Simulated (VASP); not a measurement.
# AlAs (F-43m) in VASP: further runs

The runs below take AlAs through electric field gradients, with PBEsol.

All numbers are computed with VASP 6.6.1; they aren't measurements. Logs are shortened: lines on timing, memory, paths and dates and some standing lists are left out, and cuts for length are marked.

**1. The cell of the first run**

The structure is cubic, space group F-43m (No. 216). Conventional cell: a = 5.546 Å, b = 5.546 Å, c = 5.546 Å, α = 90.00°, β = 90.00°, γ = 90.00°. Al (site symmetry -43m) has 4 As at 2.40 Å within 3.2 Å. As (site symmetry -43m) has 4 Al at 2.40 Å within 3.2 Å.

**2. Electric field gradients, PBEsol (volume scaled by 0.9405)**

File INCAR:

```
SYSTEM = AlAs
  ALGO = Normal
  EDIFF = 1E-8
  ENCUT = 400
  GGA = PS
  GGA_COMPAT = .FALSE.
  ISIF = 2
  ISMEAR = -1
  LASPH = .TRUE.
  LCHARG = .FALSE.
  LEFG = .TRUE.
  LREAL = .FALSE.
  LWAVE = .FALSE.
  NBANDS = 11
  NELM = 120
  PREC = Accurate
  SIGMA = 0.05
```

File KPOINTS:

```
k-points
0
G
  10 10 10
  0 0 0
```

File POSCAR:

```
AlAs
1.0
    0.0000000000      2.7731120344      2.7731120344
    2.7731120344      0.0000000000      2.7731120344
    2.7731120344      2.7731120344      0.0000000000
Al As
1 1
Direct
    0.0000000000      0.0000000000      0.0000000000
    0.7500000000      0.7500000000      0.7500000000
```

Potentials or basis: VASP PAW PBE potentials, release 64 (Al, As).

On the command line:

```sh
$ cat potpaw_PBE.64/Al/POTCAR potpaw_PBE.64/As/POTCAR > POTCAR
$ mpirun -np 1 vasp_std > vasp.out
```

OUTCAR:

```text
SYSTEM = AlAs
   EDIFF = 1E-8
   ENCUT = 400
   GGA = PS
   ISIF = 2
   ISMEAR = -1
   LASPH = .TRUE.
   LREAL = .FALSE.
   NELM = 120
   PREC = Accurate

 ion  position               nearest neighbor table
   1  0.000  0.000  0.000-   2 2.40   2 2.40   2 2.40   2 2.40
   2  0.750  0.750  0.750-   1 2.40   1 2.40   1 2.40   1 2.40

  LATTYP: Found a face centered cubic cell.
 ALAT       =     5.5462240688

  Lattice vectors:

 A1 = (   0.0000000000,   2.7731120344,   2.7731120344)
 A2 = (   2.7731120344,   0.0000000000,   2.7731120344)
 A3 = (   2.7731120344,   2.7731120344,   0.0000000000)

Analysis of symmetry for initial positions (statically):
=====================================================================
 Subroutine PRICEL returns:
 Original cell was already a primitive cell.

 Routine SETGRP: Setting up the symmetry group for a
 face centered cubic supercell.

 Subroutine GETGRP returns: Found 24 space group operations
 (whereof 24 operations were pure point group operations)
 out of a pool of 48 trial point group operations.

The static configuration has the point symmetry T_d .

Analysis of symmetry for dynamics (positions and initial velocities):
=====================================================================
 Subroutine PRICEL returns:
 Original cell was already a primitive cell.

 Routine SETGRP: Setting up the symmetry group for a
 face centered cubic supercell.

 Subroutine GETGRP returns: Found 24 space group operations
 (whereof 24 operations were pure point group operations)
 out of a pool of 48 trial point group operations.

The dynamic configuration has the point symmetry T_d .

 Subroutine INISYM returns: Found 24 space group operations
 (whereof 24 operations are pure point group operations),
 and found     1 'primitive' translations

----------------------------------------------------------------------------------------

                                     Primitive cell

  volume of cell :      42.6513

  direct lattice vectors                    reciprocal lattice vectors
     0.000000000  2.773112034  2.773112034    -0.180302849  0.180302849  0.180302849
     2.773112034  0.000000000  2.773112034     0.180302849 -0.180302849  0.180302849
     2.773112034  2.773112034  0.000000000     0.180302849  0.180302849 -0.180302849

  length of vectors
     3.921772649  3.921772649  3.921772649     0.312293695  0.312293695  0.312293695

  position of ions in fractional coordinates (direct lattice)
     0.000000000  0.000000000  0.000000000
     0.750000000  0.750000000  0.750000000

  ion indices of the primitive-cell ions
   primitive index   ion index
                 1           1
                 2           2

----------------------------------------------------------------------------------------

 KPOINTS: k-points

Automatic generation of k-mesh.
 Grid dimensions read from file:
 generate k-points for:   10   10   10

 Generating k-lattice:

  Cartesian coordinates                     Fractional coordinates (reciprocal lattice)
    -0.018030285  0.018030285  0.018030285     0.100000000  0.000000000  0.000000000
     0.018030285 -0.018030285  0.018030285     0.000000000  0.100000000  0.000000000
     0.018030285  0.018030285 -0.018030285     0.000000000  0.000000000  0.100000000

  Length of vectors
     0.031229369  0.031229369  0.031229369

  Shift w.r.t. Gamma in fractional coordinates (k-lattice)
     0.000000000  0.000000000  0.000000000

 Subroutine IBZKPT returns following result:
 ===========================================

 Found     47 irreducible k-points:

 Following reciprocal coordinates:
            Coordinates               Weight
  0.000000  0.000000  0.000000      1.000000
  0.100000  0.000000  0.000000      8.000000
  0.200000  0.000000  0.000000      8.000000
  0.300000  0.000000  0.000000      8.000000
  0.400000  0.000000  0.000000      8.000000
  0.500000  0.000000  0.000000      4.000000
[... 16 lines left out ...]
  0.300000  0.300000  0.000000      6.000000
  0.400000  0.300000  0.000000     24.000000
 [... further k-points ...]
   k-points           NKPTS =     47   k-points in BZ     NKDIM =     47   number of bands    NBANDS=     11
   number of dos      NEDOS =    301   number of ions     NIONS =      2
   total plane-waves  NPLWV =  21952
   dimension x,y,z NGX =    28 NGY =   28 NGZ =   28
   dimension x,y,z NGXF=    56 NGYF=   56 NGZF=   56
   ions per type =               1   1
   NGX,Y,Z   is equivalent  to a cutoff of  11.87, 11.87, 11.87 a.u.
   NGXF,Y,Z  is equivalent  to a cutoff of  23.74, 23.74, 23.74 a.u.
 SYSTEM =  AlAs
   PREC   = accura    normal or accurate (medium, high low for compatibility)
   ISTART =      0    job   : 0-new  1-cont  2-samecut
   ICHARG =      2    charge: 1-file 2-atom 10-const
   ISPIN  =      1    spin polarized calculation?
   LNONCOLLINEAR =      F non collinear calculations
   LSORBIT =      F    spin-orbit coupling
   LASPH  =      T    aspherical Exc in radial PAW
   ENCUT  =  400.0 eV  29.40 Ry    5.42 a.u.   6.40  6.40  6.40*2*pi/ulx,y,z
   NELM   =    120;   NELMIN=  2; NELMDL= -5     # of ELM steps
   EDIFF  = 0.1E-07   stopping-criterion for ELM
   LREAL  =      F    real-space projection
   EDIFFG = 0.1E-06   stopping-criterion for IOM
   NSW    =      0    number of steps for IOM
   IBRION =     -1    ionic relax: 0-MD 1-quasi-New 2-CG
   NFREE  =      0    steps in history (QN), initial steepest desc. (CG)
   ISIF   =      2    stress and relaxation
   ISYM   =      2    0-nonsym 1-usesym 2-fastsym
   POTIM  = 0.5000    time-step for ionic-motion
   TEBEG  =    0.0;   TEEND  =   0.0 temperature during run
   PSTRESS=    0.0 pullay stress
   NELECT =       8.0000    total number of electrons
   NUPDOWN=      -1.0000    fix difference up-down
   EMIN   =  10.00;   EMAX   =-10.00  energy-range for DOS
   EFERMI =   0.00;   METHOD = LEGACY
   ISMEAR =    -1;   SIGMA  =   0.05  broadening in eV -4-tet -1-fermi 0-gaus
   EFERMI_NEDOS =   21; number of points for ismear=-14 and -15
   IALGO  =     38    algorithm
   IMIX   =      4    mixing-type and parameters
     AMIX     =   0.40;   BMIX     =  1.00
     AMIX_MAG =   1.60;   BMIX_MAG =  1.00
  volume/ion in A,a.u.               =      21.33       143.91
  Fermi-wavevector in a.u.,A,eV,Ry     =   0.937118  1.770895 11.948491  0.878189
  Thomas-Fermi vector in A             =   2.064196
   LORBIT       =      0    0 simple, 1 ext, 2 COOP (PROOUT), +10 PAW based schemes
   GGA     = PS    functional components
   LHFCALC =     F    Hartree Fock is set to
   AEXX    =    0.0000 exact exchange contribution
   IVDW    =     0    specifies the selected vdW correction
   LEPSILON=     F    determine dielectric tensor
   LRPA    =     F    only Hartree local field effects (RPA)
 non-spin polarized calculation
  energy-cutoff  :      400.00
  volume of cell :       42.65
 maximum number of plane-waves:       794
 NGX is ok and might be reduce to    28
   NGX = 13   NGY = 13   NGZ = 13

 number of electron       8.0000000 magnetization

 Free energy of the ion-electron system (eV)
  ---------------------------------------------------
  ext. energy  EPLUGINS =         0.00000000
  ---------------------------------------------------
  free energy    TOTEN  =       -10.00830195 eV

  energy without entropy =      -10.00830188  energy(sigma->0) =      -10.00830192

 E-fermi :   4.9600     XC(G=0):  -9.4340

 val. band max:        4.3377486202   @ k =   0.0000   0.0000   0.0000
 cond. band min:       5.5445977071   @ k =   0.5000   0.5000   0.0000
 fundamental gap:      1.2068490870
 Fermi energy:         4.9600093062

 k-point     1 :       0.0000    0.0000    0.0000
  band No.  band energies     occupation
      1      -7.9074      2.00000
      2       4.3377      1.99999
      3       4.3377      1.99999
      4       4.3377      1.99999
      5       6.8067      0.00000
      6       8.7066      0.00000
      7       8.7066      0.00000
      8       8.7066      0.00000
      9      13.3968      0.00000
     10      13.4517      0.00000
     11      13.4517      0.00000
[... 309 lines left out ...]
 k-point    24 :       0.4000    0.3000    0.0000
  band No.  band energies     occupation
      1      -6.3449      2.00000
      2      -0.3538      2.00000
      3       2.0495      2.00000
      4       2.3995      2.00000
      5       6.3803      0.00000
      6       7.5636      0.00000
      7      12.2162      0.00000
      8      12.5843      0.00000
      9      14.9363      0.00000
     10      16.0417      0.00000
     11      17.7481      0.00000

 [... further k-points ...]

------------------------ aborting loop because EDIFF is reached ----------------------------------------

  FORCE on cell =-STRESS in cart. coord.  units (eV):
  Direction    XX          YY          ZZ          XY          YZ          ZX
  --------------------------------------------------------------------------------------
  -------------------------------------------------------------------------------------
  Total        1.6195990      1.6195990      1.6195990     -0.0000000     -0.0000000     -0.0000000
  in kB       60.8395281     60.8395281     60.8395281     -0.0000000     -0.0000000     -0.0000000
  external PRESSURE =      60.8395281 kB  Pullay stress =       0.0000000 kB

 VOLUME and BASIS-vectors are now :
 -----------------------------------------------------------------------------
  energy-cutoff  :      400.00
  volume of cell :       42.65
      direct lattice vectors                 reciprocal lattice vectors
     0.000000000  2.773112034  2.773112034    -0.180302849  0.180302849  0.180302849
     2.773112034  0.000000000  2.773112034     0.180302849 -0.180302849  0.180302849
     2.773112034  2.773112034  0.000000000     0.180302849  0.180302849 -0.180302849

 POSITION                                       TOTAL-FORCE (eV/Angst)
 -----------------------------------------------------------------------------------
      0.00000      0.00000      0.00000         0.000000      0.000000      0.000000
      4.15967      4.15967      4.15967        -0.000000     -0.000000     -0.000000
 -----------------------------------------------------------------------------------
    total drift:                               -0.000000     -0.000000     -0.000000

  FREE ENERGIE OF THE ION-ELECTRON SYSTEM (eV)
  ---------------------------------------------------
  free  energy   TOTEN  =       -10.0083019503 eV

  energy  without entropy=      -10.0083018801  energy(sigma->0) =      -10.00830192

 Electric field gradients (V/A^2)
---------------------------------------------------------------------
 ion       V_xx      V_yy      V_zz      V_xy      V_xz      V_yz
---------------------------------------------------------------------
   1      -0.000    -0.000    -0.000    -0.000    -0.000    -0.000
   2      -0.000     0.000     0.000    -0.000    -0.000    -0.000
---------------------------------------------------------------------

 Electric field gradients after diagonalization (V/A^2)
 (convention: |V_zz| > |V_xx| > |V_yy|)
----------------------------------------------------------------------
 ion       V_xx      V_yy      V_zz     asymmetry (V_yy - V_xx)/ V_zz
----------------------------------------------------------------------
   1       0.000     0.000    -0.000       0.000
   2       0.000     0.000    -0.000       0.000
----------------------------------------------------------------------

           NMR quadrupolar parameters

 Cq : quadrupolar parameter    Cq=e*Q*V_zz/h
 eta: asymmetry parameters     (V_yy - V_xx)/ V_zz
 Q  : nuclear electric quadrupole moment in mb (millibarn)
----------------------------------------------------------------------
 ion       Cq(MHz)       eta       Q (mb)
----------------------------------------------------------------------
   1      -0.000       0.000       1.000
   2      -0.000       0.000       1.000
----------------------------------------------------------------------
```

It took 8.4 s on 1 thread of Intel Xeon 6975P-C (Granite Rapids), shared host; peak memory 0.16 GiB.

Results:

| Item | Value |
| --- | --- |
| Free energy | -10.0083 eV |
| Pressure | 6.1 GPa |
| Band gap on the k mesh | 1.21 eV, indirect (least direct gap 2.47 eV) |

Caveat: without QUAD_EFG the Cq values of the log hold for a quadrupole moment of 1 mb, not for the nuclei; the PAW data sets were made with another functional, which shifts forces and pressure a little. A k mesh can miss the band edges.

**3. Electric field gradients, PBEsol (volume scaled by 0.9405)**

File INCAR:

```
PREC = Accurate ; ENCUT = 400
EDIFF = 1E-8 ; ISMEAR = -1
SIGMA = 0.05 ; LREAL = False
LASPH = True ; NELM = 120
ALGO = Normal ; ISIF = 2
LWAVE = False ; LCHARG = False
GGA = PS ; LEFG = True
NBANDS = 11 ; GGA_COMPAT = False
```

File KPOINTS:

```
Automatic mesh
0
Gamma
  10 10 10
```

POSCAR is that of step 2.

Potentials or basis: VASP PAW PBE potentials, release 64 (Al, As).

On the command line:

```sh
$ cat potpaw_PBE.64/Al/POTCAR potpaw_PBE.64/As/POTCAR > POTCAR
$ mpirun -np 1 vasp_std > vasp.out
```

OUTCAR:

```text
PREC = Accurate
   ENCUT = 400
   EDIFF = 1E-8
   ISMEAR = -1
   LREAL = False
   LASPH = True
   NELM = 120
   ISIF = 2
   GGA = PS

 ion  position               nearest neighbor table
   1  0.000  0.000  0.000-   2 2.40   2 2.40   2 2.40   2 2.40
   2  0.750  0.750  0.750-   1 2.40   1 2.40   1 2.40   1 2.40

  LATTYP: Found a face centered cubic cell.
 ALAT       =     5.5462240688

  Lattice vectors:

 A1 = (   0.0000000000,   2.7731120344,   2.7731120344)
 A2 = (   2.7731120344,   0.0000000000,   2.7731120344)
[... 547 lines left out ...]
  FREE ENERGIE OF THE ION-ELECTRON SYSTEM (eV)
  ---------------------------------------------------
  free  energy   TOTEN  =       -10.0083019503 eV

  energy  without entropy=      -10.0083018801  energy(sigma->0) =      -10.00830192

 Electric field gradients (V/A^2)
---------------------------------------------------------------------
 ion       V_xx      V_yy      V_zz      V_xy      V_xz      V_yz
---------------------------------------------------------------------
   1      -0.000    -0.000    -0.000    -0.000    -0.000    -0.000
   2      -0.000     0.000     0.000    -0.000    -0.000    -0.000
---------------------------------------------------------------------

 Electric field gradients after diagonalization (V/A^2)
 (convention: |V_zz| > |V_xx| > |V_yy|)
----------------------------------------------------------------------
 ion       V_xx      V_yy      V_zz     asymmetry (V_yy - V_xx)/ V_zz
----------------------------------------------------------------------
   1       0.000     0.000    -0.000       0.000
   2       0.000     0.000    -0.000       0.000
----------------------------------------------------------------------

           NMR quadrupolar parameters

 Cq : quadrupolar parameter    Cq=e*Q*V_zz/h
 eta: asymmetry parameters     (V_yy - V_xx)/ V_zz
 Q  : nuclear electric quadrupole moment in mb (millibarn)
----------------------------------------------------------------------
 ion       Cq(MHz)       eta       Q (mb)
----------------------------------------------------------------------
   1      -0.000       0.000       1.000
   2      -0.000       0.000       1.000
----------------------------------------------------------------------
```

Run time: 8.6 s. Hardware: 1 thread of Intel Xeon 6975P-C (Granite Rapids), shared host; peak memory 0.15 GiB.

What came out:

```yaml
Free_energy: -10.0083 eV
Pressure: 6.1 GPa
Band_gap_on_the_k_mesh: 1.21 eV, indirect (least direct gap 2.47 eV)
```

Levels at points of the mesh, in eV from the valence-band top:
```csv
k point,band 2,band 3,band 4,band 5,band 6,band 7
"(0.00, 0.00, 0.00)",0.00,0.00,0.00,2.47,4.37,4.37
"(0.50, 0.00, 0.00)",-5.89,-0.87,-0.87,2.31,4.67,4.67
"(0.50, 0.50, 0.00)",-5.67,-2.33,-2.33,1.21,2.22,10.76
```

Caveat: without QUAD_EFG the Cq values of the log hold for a quadrupole moment of 1 mb, not for the nuclei; the PAW data sets were made with another functional, which shifts forces and pressure a little. A k mesh can miss the band edges.
